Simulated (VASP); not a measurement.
# CdS (F-43m) in VASP: a series of runs

Aim: see how the results for CdS move with the level of theory and the settings. Levels: revPBE+D3(BJ), r2SCAN+rVV10. Tasks: single point.

Program: VASP 6.6.1. These are calculated values, not measurements. Logs are shortened: lines on timing, memory, paths and dates and some standing lists are left out, and cuts for length are marked.

## 1. The cell of the first run

Symmetry: F-43m, No. 216, cubic system. The conventional cell has a = 5.910 Å, b = 5.910 Å, c = 5.910 Å, α = 90.00°, β = 90.00°, γ = 90.00°. Cd (site symmetry -43m) has 4 S at 2.56 Å within 3.4 Å. S (site symmetry -43m) has 4 Cd at 2.56 Å within 3.4 Å.

## 2. Single point, revPBE+D3(BJ)

File INCAR:

```
SYSTEM = CdS
PREC = Accurate
ENCUT = 630
EDIFF = 1E-6
ISMEAR = -1
SIGMA = 0.05
LREAL = .FALSE.
LASPH = .TRUE.
NELM = 120
ALGO = Normal
ISIF = 2
LWAVE = .FALSE.
LCHARG = .FALSE.
GGA = RE
IVDW = 12
NBANDS = 20
GGA_COMPAT = .FALSE.
```

File KPOINTS:

```
regular mesh
0
G
  8 8 8
  0 0 0
```

File POSCAR:

```
CdS
1.0
    0.0000000000      2.9548794012      2.9548794012
    2.9548794012      0.0000000000      2.9548794012
    2.9548794012      2.9548794012      0.0000000000
Cd S
1 1
Direct
    0.0000000000      0.0000000000      0.0000000000
    0.7500000000      0.7500000000      0.7500000000
```

Potentials or basis: VASP PAW PBE potentials, release 64 (Cd_sv_GW, S).

Run with:

```
$ cat potpaw_PBE.64/Cd_sv_GW/POTCAR potpaw_PBE.64/S/POTCAR > POTCAR
$ mpirun -np 1 vasp_std > vasp.out
```

OUTCAR:

```text
SYSTEM = CdS
   PREC = Accurate
   ENCUT = 630
   EDIFF = 1E-6
   ISMEAR = -1
   LREAL = .FALSE.
   LASPH = .TRUE.
   NELM = 120
   ISIF = 2
   GGA = RE
   IVDW = 12
 IVDW          = 12

 ion  position               nearest neighbor table
   1  0.000  0.000  0.000-   2 2.56   2 2.56   2 2.56   2 2.56
   2  0.750  0.750  0.750-   1 2.56   1 2.56   1 2.56   1 2.56

  LATTYP: Found a face centered cubic cell.
 ALAT       =     5.9097588024

  Lattice vectors:

 A1 = (   0.0000000000,   2.9548794012,   2.9548794012)
 A2 = (   2.9548794012,   0.0000000000,   2.9548794012)
 A3 = (   2.9548794012,   2.9548794012,   0.0000000000)

Analysis of symmetry for initial positions (statically):
=====================================================================
 Subroutine PRICEL returns:
 Original cell was already a primitive cell.

 Routine SETGRP: Setting up the symmetry group for a
 face centered cubic supercell.

 Subroutine GETGRP returns: Found 24 space group operations
 (whereof 24 operations were pure point group operations)
 out of a pool of 48 trial point group operations.

The static configuration has the point symmetry T_d .

Analysis of symmetry for dynamics (positions and initial velocities):
=====================================================================
 Subroutine PRICEL returns:
 Original cell was already a primitive cell.

 Routine SETGRP: Setting up the symmetry group for a
 face centered cubic supercell.

 Subroutine GETGRP returns: Found 24 space group operations
 (whereof 24 operations were pure point group operations)
 out of a pool of 48 trial point group operations.

The dynamic configuration has the point symmetry T_d .

 Subroutine INISYM returns: Found 24 space group operations
 (whereof 24 operations are pure point group operations),
 and found     1 'primitive' translations

----------------------------------------------------------------------------------------

                                     Primitive cell

  volume of cell :      51.5999

  direct lattice vectors                    reciprocal lattice vectors
     0.000000000  2.954879401  2.954879401    -0.169211644  0.169211644  0.169211644
     2.954879401  0.000000000  2.954879401     0.169211644 -0.169211644  0.169211644
     2.954879401  2.954879401  0.000000000     0.169211644  0.169211644 -0.169211644

  length of vectors
     4.178830524  4.178830524  4.178830524     0.293083164  0.293083164  0.293083164

  position of ions in fractional coordinates (direct lattice)
     0.000000000  0.000000000  0.000000000
     0.750000000  0.750000000  0.750000000

  ion indices of the primitive-cell ions
   primitive index   ion index
                 1           1
                 2           2

----------------------------------------------------------------------------------------

 KPOINTS: regular mesh

Automatic generation of k-mesh.
 Grid dimensions read from file:
 generate k-points for:    8    8    8

 Generating k-lattice:

  Cartesian coordinates                     Fractional coordinates (reciprocal lattice)
    -0.021151455  0.021151455  0.021151455     0.125000000  0.000000000  0.000000000
     0.021151455 -0.021151455  0.021151455     0.000000000  0.125000000  0.000000000
     0.021151455  0.021151455 -0.021151455     0.000000000  0.000000000  0.125000000

  Length of vectors
     0.036635395  0.036635395  0.036635395

  Shift w.r.t. Gamma in fractional coordinates (k-lattice)
     0.000000000  0.000000000  0.000000000

 Subroutine IBZKPT returns following result:
 ===========================================

 Found     29 irreducible k-points:

 Following reciprocal coordinates:
            Coordinates               Weight
  0.000000  0.000000  0.000000      1.000000
  0.125000  0.000000  0.000000      8.000000
  0.250000  0.000000  0.000000      8.000000
  0.375000  0.000000  0.000000      8.000000
  0.500000  0.000000  0.000000      4.000000
  0.125000  0.125000  0.000000      6.000000
[... 16 lines left out ...]
  0.500000  0.250000  0.125000     48.000000
 -0.375000  0.250000  0.125000     24.000000
 [... further k-points ...]
   k-points           NKPTS =     29   k-points in BZ     NKDIM =     29   number of bands    NBANDS=     20
   number of dos      NEDOS =    301   number of ions     NIONS =      2
   total plane-waves  NPLWV =  46656
   dimension x,y,z NGX =    36 NGY =   36 NGZ =   36
   dimension x,y,z NGXF=    72 NGYF=   72 NGZF=   72
   ions per type =               1   1
   NGX,Y,Z   is equivalent  to a cutoff of  14.32, 14.32, 14.32 a.u.
   NGXF,Y,Z  is equivalent  to a cutoff of  28.64, 28.64, 28.64 a.u.
 SYSTEM =  CdS
   PREC   = accura    normal or accurate (medium, high low for compatibility)
   ISTART =      0    job   : 0-new  1-cont  2-samecut
   ICHARG =      2    charge: 1-file 2-atom 10-const
   ISPIN  =      1    spin polarized calculation?
   LNONCOLLINEAR =      F non collinear calculations
   LSORBIT =      F    spin-orbit coupling
   LASPH  =      T    aspherical Exc in radial PAW
   ENCUT  =  630.0 eV  46.30 Ry    6.80 a.u.   8.55  8.55  8.55*2*pi/ulx,y,z
   NELM   =    120;   NELMIN=  2; NELMDL= -5     # of ELM steps
   EDIFF  = 0.1E-05   stopping-criterion for ELM
   LREAL  =      F    real-space projection
   EDIFFG = 0.1E-04   stopping-criterion for IOM
   NSW    =      0    number of steps for IOM
   IBRION =     -1    ionic relax: 0-MD 1-quasi-New 2-CG
   NFREE  =      0    steps in history (QN), initial steepest desc. (CG)
   ISIF   =      2    stress and relaxation
   ISYM   =      2    0-nonsym 1-usesym 2-fastsym
   POTIM  = 0.5000    time-step for ionic-motion
   TEBEG  =    0.0;   TEEND  =   0.0 temperature during run
   PSTRESS=    0.0 pullay stress
   NELECT =      26.0000    total number of electrons
   NUPDOWN=      -1.0000    fix difference up-down
   EMIN   =  10.00;   EMAX   =-10.00  energy-range for DOS
   EFERMI =   0.00;   METHOD = LEGACY
   ISMEAR =    -1;   SIGMA  =   0.05  broadening in eV -4-tet -1-fermi 0-gaus
   EFERMI_NEDOS =   21; number of points for ismear=-14 and -15
   IALGO  =     38    algorithm
   IMIX   =      4    mixing-type and parameters
     AMIX     =   0.40;   BMIX     =  1.00
     AMIX_MAG =   1.60;   BMIX_MAG =  1.00
  volume/ion in A,a.u.               =      25.80       174.11
  Fermi-wavevector in a.u.,A,eV,Ry     =   1.302715  2.461775 23.090001  1.697067
  Thomas-Fermi vector in A             =   2.433765
   LORBIT       =      0    0 simple, 1 ext, 2 COOP (PROOUT), +10 PAW based schemes
   GGA     = RE    functional components
   LHFCALC =     F    Hartree Fock is set to
   AEXX    =    0.0000 exact exchange contribution
   IVDW    =    12    specifies the selected vdW correction
   LEPSILON=     F    determine dielectric tensor
   LRPA    =     F    only Hartree local field effects (RPA)
 non-spin polarized calculation
  energy-cutoff  :      630.00
  volume of cell :       51.60
 maximum number of plane-waves:      1880
 NGX is ok and might be reduce to    36
   NGX = 17   NGY = 17   NGZ = 17

 number of electron      25.9999994 magnetization

 Free energy of the ion-electron system (eV)
  ---------------------------------------------------
  ext. energy  EPLUGINS =         0.00000000
  ---------------------------------------------------
  free energy    TOTEN  =        -5.64961576 eV

  energy without entropy =       -5.64961568  energy(sigma->0) =       -5.64961572

 E-fermi :   3.1986     XC(G=0):  -8.8782

 val. band max:        2.5584043188   @ k =   0.0000   0.0000   0.0000
 cond. band min:       3.7562037642   @ k =   0.0000   0.0000   0.0000
 fundamental gap:      1.1977994453
 Fermi energy:         3.1985772600

 k-point     1 :       0.0000    0.0000    0.0000
  band No.  band energies     occupation
      1     -98.7229      2.00000
      2     -59.7839      2.00000
      3     -59.7839      2.00000
      4     -59.7839      2.00000
      5      -9.5545      2.00000
      6      -5.0363      2.00000
[... 12 lines left out ...]
     19      13.9802      0.00000
     20      13.9969      0.00000

 k-point     2 :       0.1250    0.0000    0.0000
  band No.  band energies     occupation
      1     -98.7229      2.00000
      2     -59.7840      2.00000
      3     -59.7840      2.00000
      4     -59.7840      2.00000
      5      -9.4983      2.00000
      6      -5.0162      2.00000
[... 12 lines left out ...]
     19      13.4267      0.00000
     20      14.5821      0.00000

 k-point     3 :       0.2500    0.0000    0.0000
  band No.  band energies     occupation
      1     -98.7229      2.00000
      2     -59.7842      2.00000
      3     -59.7841      2.00000
      4     -59.7841      2.00000
      5      -9.3621      2.00000
      6      -4.9727      2.00000
[... 12 lines left out ...]
     19      13.1942      0.00000
     20      13.9677      0.00000

 k-point     4 :       0.3750    0.0000    0.0000
  band No.  band energies     occupation
      1     -98.7229      2.00000
      2     -59.7844      2.00000
      3     -59.7841      2.00000
      4     -59.7841      2.00000
      5      -9.2261      2.00000
      6      -4.9389      2.00000
[... 12 lines left out ...]
     19      13.9885      0.00000
     20      13.9885      0.00000

 k-point     5 :       0.5000    0.0000    0.0000
  band No.  band energies     occupation
      1     -98.7229      2.00000
      2     -59.7844      2.00000
      3     -59.7841      2.00000
      4     -59.7841      2.00000
      5      -9.1703      2.00000
      6      -4.9285      2.00000
[... 12 lines left out ...]
     19      14.9554      0.00000
     20      14.9554      0.00000
[... 353 lines left out ...]
      6      -4.8318      2.00000
[... 12 lines left out ...]
     19      14.7360      0.00000
     20      15.8836      0.00000

 k-point    22 :       0.3750    0.2500    0.1250
  band No.  band energies     occupation
      1     -98.7229      2.00000
      2     -59.7843      2.00000
      3     -59.7841      2.00000
      4     -59.7841      2.00000
      5      -9.2621      2.00000
      6      -4.9247      2.00000
[... 12 lines left out ...]
     19      14.4554      0.00000
     20      16.3762      0.00000

 k-point    23 :       0.5000    0.2500    0.1250
  band No.  band energies     occupation
      1     -98.7229      2.00000
      2     -59.7843      2.00000
      3     -59.7842      2.00000
      4     -59.7841      2.00000
      5      -9.1552      2.00000
      6      -4.8924      2.00000
[... 12 lines left out ...]
     19      15.2594      0.00000
     20      15.4863      0.00000

 k-point    24 :      -0.3750    0.2500    0.1250
  band No.  band energies     occupation
      1     -98.7229      2.00000
      2     -59.7844      2.00000
      3     -59.7842      2.00000
      4     -59.7841      2.00000
      5      -9.1115      2.00000
      6      -4.8876      2.00000
[... 12 lines left out ...]
     19      14.7726      0.00000
     20      15.5489      0.00000

 [... further k-points ...]

------------------------ aborting loop because EDIFF is reached ----------------------------------------

 Edisp (eV)   -1.12923

 E8    (eV) :    -0.7646

  FORCE on cell =-STRESS in cart. coord.  units (eV):
  Direction    XX          YY          ZZ          XY          YZ          ZX
  --------------------------------------------------------------------------------------
  -------------------------------------------------------------------------------------
  Total      -0.70654    -0.70654    -0.70654    -0.00000    -0.00000    -0.00000
  in kB     -21.93791   -21.93791   -21.93791    -0.00000    -0.00000    -0.00000
  external pressure =      -21.94 kB  Pullay stress =        0.00 kB

 VOLUME and BASIS-vectors are now :
 -----------------------------------------------------------------------------
  energy-cutoff  :      630.00
  volume of cell :       51.60
      direct lattice vectors                 reciprocal lattice vectors
     0.000000000  2.954879401  2.954879401    -0.169211644  0.169211644  0.169211644
     2.954879401  0.000000000  2.954879401     0.169211644 -0.169211644  0.169211644
     2.954879401  2.954879401  0.000000000     0.169211644  0.169211644 -0.169211644

 POSITION                                       TOTAL-FORCE (eV/Angst)
 -----------------------------------------------------------------------------------
      0.00000      0.00000      0.00000         0.000000      0.000000      0.000000
      4.43232      4.43232      4.43232        -0.000000     -0.000000     -0.000000
 -----------------------------------------------------------------------------------
    total drift:                                0.000000      0.000000      0.000000

  FREE ENERGIE OF THE ION-ELECTRON SYSTEM (eV)
  ---------------------------------------------------
  free  energy   TOTEN  =        -6.7788498946 eV

  energy  without entropy=       -6.7788498188  energy(sigma->0) =       -6.77884986
```

It took 29 s on 1 thread of AMD EPYC 9R45 (Zen 5), shared host; peak memory 0.21 GiB.

What came out:

| Quantity | Value |
| --- | --- |
| Free energy | -6.7788 eV |
| Pressure | -2.2 GPa |
| Band gap on the k mesh | 1.20 eV |
| Dispersion energy per atom | -0.565 eV |

Caveat: the PAW data sets were made with another functional, which shifts forces and pressure a little.

[end of part 1 of 2]
